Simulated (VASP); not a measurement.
# Sr2AgMoO6 (I4/m) in VASP: single point with PBE

Aim: the single point of Sr2AgMoO6 with PBE.

All numbers are computed with VASP 6.6.1; they aren't measurements. Logs are shortened: lines on timing, memory, paths and dates and some standing lists are left out, and cuts for length are marked.

**1. The cell of the first run**

Symmetry: I4/m, No. 87, tetragonal system. The conventional cell has a = 5.716 Å, b = 5.716 Å, c = 8.171 Å, α = 90.00°, β = 90.00°, γ = 90.00°. Within 3.3 Å of Sr (site symmetry -4) lie 12 O at 2.53 to 3.27 Å. Within 2.9 Å of Ag (site symmetry 4/m) lie 6 O at 2.17 to 2.27 Å. Within 2.5 Å of Mo (site symmetry 4/m) lie 6 O at 1.92 Å. Within 2.5 Å of O (site symmetry 4) lie 1 Mo at 1.92 Å and 1 Ag at 2.17 Å. Within 2.6 Å of O (site symmetry m) lie 1 Mo at 1.92 Å and 1 Ag at 2.27 Å and 2 Sr at 2.53 Å.

**2. Single point, PBE**

File INCAR:

```
  ALGO = Normal
  EDIFF = 1E-7
  ENCUT = 520
  GGA = PE
  ISIF = 2
  ISMEAR = 1
  LASPH = True
  LCHARG = False
  LREAL = False
  LWAVE = False
  NBANDS = 52
  NELM = 100
  PREC = Accurate
  SIGMA = 0.0674
```

File KPOINTS:

```
k-points
0
Gamma
  5 5 5
```

File POSCAR:

```
Sr2AgMoO6
1.0
    0.0000000000      5.7161340000      0.0000000000
    5.7161340000      0.0000000000      0.0000000000
    2.8580670000      2.8580670000     -4.0856280000
Sr Ag Mo O
2 1 1 6
Direct
    0.7500000000      0.2500000000      0.5000000000
    0.2500000000      0.7500000000      0.5000000000
    0.0000000000      0.0000000000      0.0000000000
    0.5000000000      0.5000000000      0.0000000000
    0.2651987051      0.2651987051      0.4696025899
    0.7348012949      0.7348012949      0.5303974101
    0.3382374067      0.2065277354      0.0000000000
    0.2065277354      0.6617625933      0.0000000000
    0.6617625933      0.7934722646      0.0000000000
    0.7934722646      0.3382374067      0.0000000000
```

Potentials or basis: VASP PAW PBE potentials, release 64 (Sr_sv, Ag, Mo_sv, O).

Command:

```
$ cat potpaw_PBE.64/Sr_sv/POTCAR potpaw_PBE.64/Ag/POTCAR potpaw_PBE.64/Mo_sv/POTCAR potpaw_PBE.64/O/POTCAR > POTCAR
$ mpirun -np 1 vasp_std > vasp.out
```

OUTCAR:

```text
EDIFF = 1E-7
   ENCUT = 520
   GGA = PE
   ISIF = 2
   ISMEAR = 1
   LASPH = True
   LREAL = False
   NELM = 100
   PREC = Accurate

 ion  position               nearest neighbor table
   1  0.750  0.250  0.500-   7 2.53   9 2.53   8 2.53  10 2.53   5 2.86   6 2.86   5 2.86   6 2.86
                             7 3.27   9 3.27  10 3.27   8 3.27   3 3.51   4 3.51   4 3.51   3 3.51
   2  0.250  0.750  0.500-   8 2.53  10 2.53   7 2.53   9 2.53   5 2.86   6 2.86   5 2.86   6 2.86
                            10 3.27   7 3.27   8 3.27   9 3.27   3 3.51   4 3.51   3 3.51   3 3.51
   3  0.000  0.000  0.000-   6 2.17   5 2.17   8 2.27   9 2.27  10 2.27   7 2.27   1 3.51   1 3.51
                             2 3.51   1 3.51   2 3.51   2 3.51   1 3.51   2 3.51
   4  0.500  0.500  0.000-   7 1.92   8 1.92   9 1.92  10 1.92   5 1.92   6 1.92   1 3.51   2 3.51
                             2 3.51   1 3.51   1 3.51   2 3.51   2 3.51   1 3.51
   5  0.265  0.265  0.470-   4 1.92   3 2.17   2 2.86   1 2.86   2 2.86   1 2.86
   6  0.735  0.735  0.530-   4 1.92   3 2.17   1 2.86   2 2.86   2 2.86   1 2.86
   7  0.338  0.207  0.000-   4 1.92   3 2.27   2 2.53   1 2.53   2 3.27   1 3.27
   8  0.207  0.662  0.000-   4 1.92   3 2.27   1 2.53   2 2.53   2 3.27   1 3.27
   9  0.662  0.793  0.000-   4 1.92   3 2.27   2 2.53   1 2.53   2 3.27   1 3.27
  10  0.793  0.338  0.000-   4 1.92   3 2.27   1 2.53   2 2.53   1 3.27   2 3.27

  LATTYP: Found a body centered tetragonal cell.
 ALAT       =     5.7161340000
 C/A-ratio  =     1.4295074258

  Lattice vectors:

 A1 = (  -2.8580670000,   2.8580670000,   4.0856280000)
 A2 = (   2.8580670000,  -2.8580670000,   4.0856280000)
 A3 = (   2.8580670000,   2.8580670000,  -4.0856280000)

Analysis of symmetry for initial positions (statically):
=====================================================================
 Subroutine PRICEL returns:
 Original cell was already a primitive cell.

 Routine SETGRP: Setting up the symmetry group for a
 body centered tetragonal supercell.

 Subroutine GETGRP returns: Found  8 space group operations
 (whereof  8 operations were pure point group operations)
 out of a pool of 16 trial point group operations.

The static configuration has the point symmetry C_4h.

Analysis of symmetry for dynamics (positions and initial velocities):
=====================================================================
 Subroutine PRICEL returns:
 Original cell was already a primitive cell.

 Routine SETGRP: Setting up the symmetry group for a
 body centered tetragonal supercell.

 Subroutine GETGRP returns: Found  8 space group operations
[... 125 lines left out ...]
   PSTRESS=    0.0 pullay stress
   NELECT =      81.0000    total number of electrons
   NUPDOWN=      -1.0000    fix difference up-down
   EMIN   =  10.00;   EMAX   =-10.00  energy-range for DOS
   EFERMI =   0.00;   METHOD = LEGACY
   ISMEAR =     1;   SIGMA  =   0.07  broadening in eV -4-tet -1-fermi 0-gaus
   EFERMI_NEDOS =   21; number of points for ismear=-14 and -15
   IALGO  =     38    algorithm
   IMIX   =      4    mixing-type and parameters
     AMIX     =   0.40;   BMIX     =  1.00
     AMIX_MAG =   1.60;   BMIX_MAG =  1.00
  volume/ion in A,a.u.               =      13.35        90.09
  Fermi-wavevector in a.u.,A,eV,Ry     =   1.385953  2.619072 26.134980  1.920867
  Thomas-Fermi vector in A             =   2.510315
   LORBIT       =      0    0 simple, 1 ext, 2 COOP (PROOUT), +10 PAW based schemes
   GGA     = PE    functional components
   LHFCALC =     F    Hartree Fock is set to
   AEXX    =    0.0000 exact exchange contribution
   IVDW    =     0    specifies the selected vdW correction
   LEPSILON=     F    determine dielectric tensor
   LRPA    =     F    only Hartree local field effects (RPA)
 non-spin polarized calculation
 Methfessel and Paxton  Order N= 1 SIGMA  =   0.07
  energy-cutoff  :      520.00
  volume of cell :      133.49
 maximum number of plane-waves:      3609
 NGX is ok and might be reduce to    48
   NGX = 21   NGY = 21   NGZ = 21

 number of electron      81.0000010 magnetization

 Free energy of the ion-electron system (eV)
  ---------------------------------------------------
  ext. energy  EPLUGINS =         0.00000000
  ---------------------------------------------------
  free energy    TOTEN  =       -66.83497916 eV

  energy without entropy =      -66.83022468  energy(sigma->0) =      -66.83339433

 E-fermi :   4.3736     XC(G=0): -10.8831

 val. band max:        4.3721547207   @ k =  -0.4000   0.0000   0.2000
 cond. band min:       4.3754633551   @ k =   0.4000   0.0000  -0.0000
 fundamental gap:      0.0033086344
 Fermi energy:         4.3736054210

 k-point     1 :       0.0000    0.0000    0.0000
  band No.  band energies     occupation
      1     -58.0650      2.00000
      2     -32.2713      2.00000
      3     -32.1847      2.00000
      4     -32.1847      2.00000
      5     -29.1887      2.00000
      6     -29.1488      2.00000
[... 1144 lines left out ...]
     51      11.9866      0.00000
     52      12.0518      0.00000

------------------------ aborting loop because EDIFF is reached ----------------------------------------

  FORCE on cell =-STRESS in cart. coord.  units (eV):
  Direction    XX          YY          ZZ          XY          YZ          ZX
  --------------------------------------------------------------------------------------
  -------------------------------------------------------------------------------------
  Total        3.7498583      3.7498583      4.4916596     -0.0000001      0.0000000      0.0000000
  in kB       45.0051087     45.0051087     53.9080712     -0.0000013      0.0000000      0.0000000
  external PRESSURE =      47.9727629 kB  Pullay stress =       0.0000000 kB

 VOLUME and BASIS-vectors are now :
 -----------------------------------------------------------------------------
  energy-cutoff  :      520.00
  volume of cell :      133.49
      direct lattice vectors                 reciprocal lattice vectors
     0.000000000  5.716134000  0.000000000     0.000000000  0.174943415  0.122380207
     5.716134000  0.000000000  0.000000000     0.174943415  0.000000000  0.122380207
     2.858067000  2.858067000 -4.085628000     0.000000000  0.000000000 -0.244760414

 POSITION                                       TOTAL-FORCE (eV/Angst)
 -----------------------------------------------------------------------------------
      2.85807      5.71613     -2.04281        -0.000000     -0.000000     -0.000000
      5.71613      2.85807     -2.04281         0.000000      0.000000     -0.000000
      0.00000      0.00000      0.00000         0.000000      0.000000     -0.000000
      2.85807      2.85807      0.00000        -0.000000     -0.000000     -0.000000
      2.85807      2.85807     -1.91862         0.000000      0.000000     -0.065517
      5.71613      5.71613     -2.16701         0.000000      0.000000      0.065517
      1.18054      1.93341      0.00000        -0.041040     -0.056834     -0.000000
      3.78272      1.18054      0.00000         0.056834     -0.041040     -0.000000
      4.53559      3.78272      0.00000         0.041040      0.056834      0.000000
      1.93341      4.53559      0.00000        -0.056834      0.041040      0.000000
 -----------------------------------------------------------------------------------
    total drift:                               -0.000000     -0.000000      0.000000

  FREE ENERGIE OF THE ION-ELECTRON SYSTEM (eV)
  ---------------------------------------------------
  free  energy   TOTEN  =       -66.8349791603 eV

  energy  without entropy=      -66.8302246781  energy(sigma->0) =      -66.83339433
```

It took 3.2 min on 1 thread of Intel Xeon Platinum 8488C (Sapphire Rapids), shared host; peak memory 0.4 GiB.

What came out:

```yaml
Free_energy: -66.8350 eV
Pressure: 4.8 GPa
Largest_force: 0.070 eV/Å
Band_gap_on_the_k_mesh: zero (an odd number of electrons rules out a gap without spin polarisation)
```

Forces on the atoms (eV/Å):
```
Sr   0.000  0.000  0.000
Sr   0.000  0.000  0.000
Ag   0.000  0.000  0.000
Mo   0.000  0.000  0.000
O    0.000  0.000 -0.066
O    0.000  0.000  0.066
O   -0.041 -0.057  0.000
O    0.057 -0.041  0.000
O    0.041  0.057  0.000
O   -0.057  0.041  0.000
```

Stress tensor (GPa, compression positive):
```
4.50 0.00 0.00
0.00 4.50 0.00
0.00 0.00 5.39
```

Caveat: the cell stands under pressure; an odd number of electrons without spin polarisation forces a metal; a magnetic or distorted state may lie lower.
